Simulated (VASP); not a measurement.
# AlAs (F-43m) in VASP: settings compared

AlAs is run at these levels: PBE, PBEsol; tasks: single point.

Program: VASP 6.6.1. These are calculated values, not measurements. Logs are shortened: lines on timing, memory, paths and dates and some standing lists are left out, and cuts for length are marked.

**1. The cell of the first run**

It takes space group F-43m (No. 216, cubic). Conventional cell: a = 5.678 Å, b = 5.678 Å, c = 5.678 Å, α = 90.00°, β = 90.00°, γ = 90.00°. Within 3.2 Å of Al (site symmetry -43m) lie 4 As at 2.46 Å. As (site symmetry -43m) has 4 Al at 2.46 Å within 3.2 Å.

**2. Single point, PBE**

Input file INCAR:

```
PREC = Accurate
ENCUT = 500
EDIFF = 1E-6
ISMEAR = 0
SIGMA = 0.01
LREAL = False
LASPH = True
NELM = 120
ALGO = Normal
ISIF = 2
LWAVE = False
LCHARG = True
GGA = PE
LELF = True
LVHAR = True
NBANDS = 11
GGA_COMPAT = False
```

Input file KPOINTS:

```
regular mesh
0
Gamma
  4 4 4
```

Input file POSCAR:

```
AlAs
1.0
    0.0000000000      2.8389251760      2.8389251760
    2.8389251760      0.0000000000      2.8389251760
    2.8389251760      2.8389251760      0.0000000000
Al As
1 1
Direct
    0.0000000000      0.0000000000      0.0000000000
    0.2500000000      0.2500000000      0.2500000000
```

Potentials or basis: VASP PAW PBE potentials, release 64 (Al, As).

Run with:

```bash
$ cat potpaw_PBE.64/Al/POTCAR potpaw_PBE.64/As/POTCAR > POTCAR
$ mpirun -np 1 vasp_std > vasp.out
```

OUTCAR:

```text
PREC = Accurate
   ENCUT = 500
   EDIFF = 1E-6
   ISMEAR = 0
   LREAL = False
   LASPH = True
   NELM = 120
   ISIF = 2
   GGA = PE

 ion  position               nearest neighbor table
   1  0.000  0.000  0.000-   2 2.46   2 2.46   2 2.46   2 2.46
   2  0.250  0.250  0.250-   1 2.46   1 2.46   1 2.46   1 2.46

  LATTYP: Found a face centered cubic cell.
 ALAT       =     5.6778503520

  Lattice vectors:

 A1 = (   0.0000000000,   2.8389251760,   2.8389251760)
 A2 = (   2.8389251760,   0.0000000000,   2.8389251760)
 A3 = (   2.8389251760,   2.8389251760,   0.0000000000)

Analysis of symmetry for initial positions (statically):
=====================================================================
 Subroutine PRICEL returns:
 Original cell was already a primitive cell.

 Routine SETGRP: Setting up the symmetry group for a
 face centered cubic supercell.

 Subroutine GETGRP returns: Found 24 space group operations
 (whereof 24 operations were pure point group operations)
 out of a pool of 48 trial point group operations.

The static configuration has the point symmetry T_d .

Analysis of symmetry for dynamics (positions and initial velocities):
=====================================================================
 Subroutine PRICEL returns:
 Original cell was already a primitive cell.

 Routine SETGRP: Setting up the symmetry group for a
 face centered cubic supercell.

 Subroutine GETGRP returns: Found 24 space group operations
 (whereof 24 operations were pure point group operations)
 out of a pool of 48 trial point group operations.

The dynamic configuration has the point symmetry T_d .

 Subroutine INISYM returns: Found 24 space group operations
 (whereof 24 operations are pure point group operations),
 and found     1 'primitive' translations

----------------------------------------------------------------------------------------

                                     Primitive cell

  volume of cell :      45.7606

  direct lattice vectors                    reciprocal lattice vectors
     0.000000000  2.838925176  2.838925176    -0.176122993  0.176122993  0.176122993
     2.838925176  0.000000000  2.838925176     0.176122993 -0.176122993  0.176122993
     2.838925176  2.838925176  0.000000000     0.176122993  0.176122993 -0.176122993

  length of vectors
     4.014846486  4.014846486  4.014846486     0.305053973  0.305053973  0.305053973

  position of ions in fractional coordinates (direct lattice)
     0.000000000  0.000000000  0.000000000
     0.250000000  0.250000000  0.250000000

  ion indices of the primitive-cell ions
   primitive index   ion index
                 1           1
                 2           2

----------------------------------------------------------------------------------------

 KPOINTS: regular mesh

Automatic generation of k-mesh.
 Grid dimensions read from file:
 generate k-points for:    4    4    4

 Generating k-lattice:

  Cartesian coordinates                     Fractional coordinates (reciprocal lattice)
    -0.044030748  0.044030748  0.044030748     0.250000000  0.000000000  0.000000000
     0.044030748 -0.044030748  0.044030748     0.000000000  0.250000000  0.000000000
     0.044030748  0.044030748 -0.044030748     0.000000000  0.000000000  0.250000000

  Length of vectors
     0.076263493  0.076263493  0.076263493

  Shift w.r.t. Gamma in fractional coordinates (k-lattice)
     0.000000000  0.000000000  0.000000000

 Subroutine IBZKPT returns following result:
 ===========================================

 Found      8 irreducible k-points:

 Following reciprocal coordinates:
            Coordinates               Weight
  0.000000  0.000000  0.000000      1.000000
  0.250000  0.000000  0.000000      8.000000
  0.500000  0.000000  0.000000      4.000000
  0.250000  0.250000  0.000000      6.000000
  0.500000  0.250000  0.000000     24.000000
 -0.250000  0.250000  0.000000     12.000000
  0.500000  0.500000  0.000000      3.000000
 -0.250000  0.500000  0.250000      6.000000
   k-points           NKPTS =      8   k-points in BZ     NKDIM =      8   number of bands    NBANDS=     11
   number of dos      NEDOS =    301   number of ions     NIONS =      2
   total plane-waves  NPLWV =  27000
   dimension x,y,z NGX =    30 NGY =   30 NGZ =   30
   dimension x,y,z NGXF=    60 NGYF=   60 NGZF=   60
   ions per type =               1   1
   NGX,Y,Z   is equivalent  to a cutoff of  12.42, 12.42, 12.42 a.u.
   NGXF,Y,Z  is equivalent  to a cutoff of  24.84, 24.84, 24.84 a.u.
 SYSTEM =  unknown system
   PREC   = accura    normal or accurate (medium, high low for compatibility)
   ISTART =      0    job   : 0-new  1-cont  2-samecut
   ICHARG =      2    charge: 1-file 2-atom 10-const
   ISPIN  =      1    spin polarized calculation?
   LNONCOLLINEAR =      F non collinear calculations
   LSORBIT =      F    spin-orbit coupling
   LASPH  =      T    aspherical Exc in radial PAW
   ENCUT  =  500.0 eV  36.75 Ry    6.06 a.u.   7.32  7.32  7.32*2*pi/ulx,y,z
   NELM   =    120;   NELMIN=  2; NELMDL= -5     # of ELM steps
   EDIFF  = 0.1E-05   stopping-criterion for ELM
   LREAL  =      F    real-space projection
   EDIFFG = 0.1E-04   stopping-criterion for IOM
   NSW    =      0    number of steps for IOM
   IBRION =     -1    ionic relax: 0-MD 1-quasi-New 2-CG
   NFREE  =      0    steps in history (QN), initial steepest desc. (CG)
   ISIF   =      2    stress and relaxation
   ISYM   =      2    0-nonsym 1-usesym 2-fastsym
   POTIM  = 0.5000    time-step for ionic-motion
   TEBEG  =    0.0;   TEEND  =   0.0 temperature during run
   PSTRESS=    0.0 pullay stress
   NELECT =       8.0000    total number of electrons
   NUPDOWN=      -1.0000    fix difference up-down
   EMIN   =  10.00;   EMAX   =-10.00  energy-range for DOS
   EFERMI =   0.00;   METHOD = LEGACY
   ISMEAR =     0;   SIGMA  =   0.01  broadening in eV -4-tet -1-fermi 0-gaus
   EFERMI_NEDOS =   21; number of points for ismear=-14 and -15
   IALGO  =     38    algorithm
   IMIX   =      4    mixing-type and parameters
     AMIX     =   0.40;   BMIX     =  1.00
     AMIX_MAG =   1.60;   BMIX_MAG =  1.00
  volume/ion in A,a.u.               =      22.88       154.40
  Fermi-wavevector in a.u.,A,eV,Ry     =   0.915393  1.729842 11.400923  0.837944
  Thomas-Fermi vector in A             =   2.040129
   LORBIT       =      0    0 simple, 1 ext, 2 COOP (PROOUT), +10 PAW based schemes
   GGA     = PE    functional components
   LHFCALC =     F    Hartree Fock is set to
   AEXX    =    0.0000 exact exchange contribution
   IVDW    =     0    specifies the selected vdW correction
   LEPSILON=     F    determine dielectric tensor
   LRPA    =     F    only Hartree local field effects (RPA)
 non-spin polarized calculation
 Gauss-broadening in eV      SIGMA  =   0.01
  energy-cutoff  :      500.00
  volume of cell :       45.76
 maximum number of plane-waves:      1211
 NGX is ok and might be reduce to    30
   NGX = 15   NGY = 15   NGZ = 15

 number of electron       7.9999999 magnetization

 Free energy of the ion-electron system (eV)
  ---------------------------------------------------
  ext. energy  EPLUGINS =         0.00000000
  ---------------------------------------------------
  free energy    TOTEN  =        -9.26468745 eV

  energy without entropy =       -9.26468745  energy(sigma->0) =       -9.26468745

 E-fermi :   3.9343     XC(G=0):  -8.9862

 val. band max:        3.8529040011   @ k =   0.0000   0.0000   0.0000
 cond. band min:       5.2790139817   @ k =   0.5000   0.5000   0.0000
 fundamental gap:      1.4261099806
 Fermi energy:         3.9343101738

 k-point     1 :       0.0000    0.0000    0.0000
  band No.  band energies     occupation
      1      -7.9617      2.00000
      2       3.8529      2.00000
      3       3.8529      2.00000
      4       3.8529      2.00000
      5       5.8357      0.00000
      6       8.0967      0.00000
      7       8.0967      0.00000
      8       8.0967      0.00000
      9      12.6594      0.00000
     10      12.8211      0.00000
     11      12.8211      0.00000

 k-point     2 :       0.2500    0.0000    0.0000
  band No.  band energies     occupation
      1      -7.3891      2.00000
      2       0.4732      2.00000
      3       3.3746      2.00000
      4       3.3746      2.00000
      5       6.4154      0.00000
      6       8.7211      0.00000
      7       8.7211      0.00000
      8      10.2480      0.00000
      9      12.1202      0.00000
     10      12.1202      0.00000
     11      13.2062      0.00000

 k-point     3 :       0.5000    0.0000    0.0000
  band No.  band energies     occupation
      1      -6.5540      2.00000
      2      -1.6969      2.00000
      3       3.0295      2.00000
      4       3.0295      2.00000
      5       5.9450      0.00000
      6       8.4994      0.00000
      7       8.4994      0.00000
      8      11.5722      0.00000
      9      14.9750      0.00000
     10      15.3483      0.00000
     11      15.3483      0.00000

 k-point     4 :       0.2500    0.2500    0.0000
  band No.  band energies     occupation
      1      -7.1912      2.00000
      2       0.6394      2.00000
      3       2.5155      2.00000
      4       2.5155      2.00000
      5       6.4079      0.00000
      6       7.5908      0.00000
      7      10.6300      0.00000
      8      10.6300      0.00000
      9      11.2387      0.00000
     10      13.9100      0.00000
     11      16.0190      0.00000

 k-point     5 :       0.5000    0.2500    0.0000
  band No.  band energies     occupation
      1      -6.3249      2.00000
      2      -1.1832      2.00000
      3       1.1370      2.00000
      4       2.2442      2.00000
      5       6.3906      0.00000
      6       8.9832      0.00000
      7      10.1781      0.00000
      8      10.7405      0.00000
      9      14.1210      0.00000
     10      15.2336      0.00000
     11      16.6890      0.00000

 k-point     6 :      -0.2500    0.2500    0.0000
  band No.  band energies     occupation
      1      -6.6336      2.00000
      2      -0.6868      2.00000
      3       0.9981      2.00000
      4       2.9563      2.00000
      5       7.2134      0.00000
      6       9.5724      0.00000
      7       9.7106      0.00000
      8      10.1225      0.00000
      9      11.4698      0.00000
     10      14.0725      0.00000
     11      16.2683      0.00000

 k-point     7 :       0.5000    0.5000    0.0000
  band No.  band energies     occupation
      1      -6.0077      2.00000
      2      -1.5668      2.00000
      3       1.6890      2.00000
      4       1.6890      2.00000
      5       5.2790      0.00000
      6       6.1244      0.00000
      7      14.1017      0.00000
      8      14.1017      0.00000
      9      15.5364      0.00000
     10      16.3443      0.00000
     11      16.3443      0.00000

 k-point     8 :      -0.2500    0.5000    0.2500
  band No.  band energies     occupation
      1      -5.9762      2.00000
      2      -1.2331      2.00000
      3       0.6980      2.00000
      4       1.0442      2.00000
      5       8.1629      0.00000
      6       9.4352      0.00000
      7       9.5014      0.00000
      8       9.8766      0.00000
      9      14.3875      0.00000
     10      16.0641      0.00000
     11      16.3726      0.00000

------------------------ aborting loop because EDIFF is reached ----------------------------------------

  FORCE on cell =-STRESS in cart. coord.  units (eV):
  Direction    XX          YY          ZZ          XY          YZ          ZX
  --------------------------------------------------------------------------------------
  -------------------------------------------------------------------------------------
  Total        0.6729271      0.6729271      0.6729271      0.0000000     -0.0000000      0.0000000
  in kB       23.5606213     23.5606213     23.5606213      0.0000000     -0.0000000      0.0000000
  external PRESSURE =      23.5606213 kB  Pullay stress =       0.0000000 kB

 VOLUME and BASIS-vectors are now :
 -----------------------------------------------------------------------------
  energy-cutoff  :      500.00
  volume of cell :       45.76
      direct lattice vectors                 reciprocal lattice vectors
     0.000000000  2.838925176  2.838925176    -0.176122993  0.176122993  0.176122993
     2.838925176  0.000000000  2.838925176     0.176122993 -0.176122993  0.176122993
     2.838925176  2.838925176  0.000000000     0.176122993  0.176122993 -0.176122993

 POSITION                                       TOTAL-FORCE (eV/Angst)
 -----------------------------------------------------------------------------------
      0.00000      0.00000      0.00000         0.000000      0.000000      0.000000
      1.41946      1.41946      1.41946        -0.000000     -0.000000     -0.000000
 -----------------------------------------------------------------------------------
    total drift:                               -0.000000     -0.000000     -0.000000

  FREE ENERGIE OF THE ION-ELECTRON SYSTEM (eV)
  ---------------------------------------------------
  free  energy   TOTEN  =        -9.2646874499 eV

  energy  without entropy=       -9.2646874499  energy(sigma->0) =       -9.26468745
```

It took 6.6 s on 1 thread of Intel Xeon Platinum 8488C (Sapphire Rapids), shared host; peak memory 0.16 GiB.

Results:

| Item | Value |
| --- | --- |
| Free energy | -9.2647 eV |
| Pressure | 2.4 GPa |
| Band gap on the k mesh | 1.43 eV (least direct gap 1.98 eV) |

Levels at points of the mesh, in eV from the valence-band top:
| k point | band 2 | band 3 | band 4 | band 5 | band 6 | band 7 |
| --- | --- | --- | --- | --- | --- | --- |
| (0.00, 0.00, 0.00) | 0.00 | 0.00 | 0.00 | 1.98 | 4.24 | 4.24 |
| (0.50, 0.00, 0.00) | -5.55 | -0.82 | -0.82 | 2.09 | 4.65 | 4.65 |
| (0.50, 0.50, 0.00) | -5.42 | -2.16 | -2.16 | 1.43 | 2.27 | 10.25 |

Caveat: the k points lie up to 0.48 Å⁻¹ apart.

**3. Single point, PBEsol**

Input file INCAR:

```
PREC = Accurate ; ENCUT = 500
EDIFF = 1E-6 ; ISMEAR = 0
SIGMA = 0.01 ; LREAL = False
LASPH = True ; NELM = 120
ALGO = Normal ; ISIF = 2
LWAVE = False ; LCHARG = False
GGA = PS ; NBANDS = 11
GGA_COMPAT = False
```

Input file KPOINTS:

```
regular mesh
0
Gamma
  5 5 5
```

POSCAR is that of step 2.

Potentials or basis: VASP PAW PBE potentials, release 64 (Al, As).

Run with:

```bash
$ cat potpaw_PBE.64/Al/POTCAR potpaw_PBE.64/As/POTCAR > POTCAR
$ mpirun -np 1 vasp_std > vasp.out
```

Wall time 6.5 s (1 thread of Intel Xeon Platinum 8488C (Sapphire Rapids), shared host); peak memory 0.16 GiB.

The run converged. Its results:

- Free energy: -10.0286 eV
- Pressure: 0.2 GPa
- Band gap on the k mesh: 1.54 eV (least direct gap 1.91 eV)

Levels at points of the mesh, in eV from the valence-band top:
```tsv
k point	band 1	band 2	band 3	band 4	band 5	band 6	band 7	band 8	band 9
(0.00, 0.00, 0.00)	-11.84	0.00	0.00	0.00	1.91	4.24	4.24	4.24	8.65
```

Caveat: the PAW data sets were made with another functional, which shifts forces and pressure a little; an odd mesh through Γ misses points on the zone boundary, where band edges can lie.
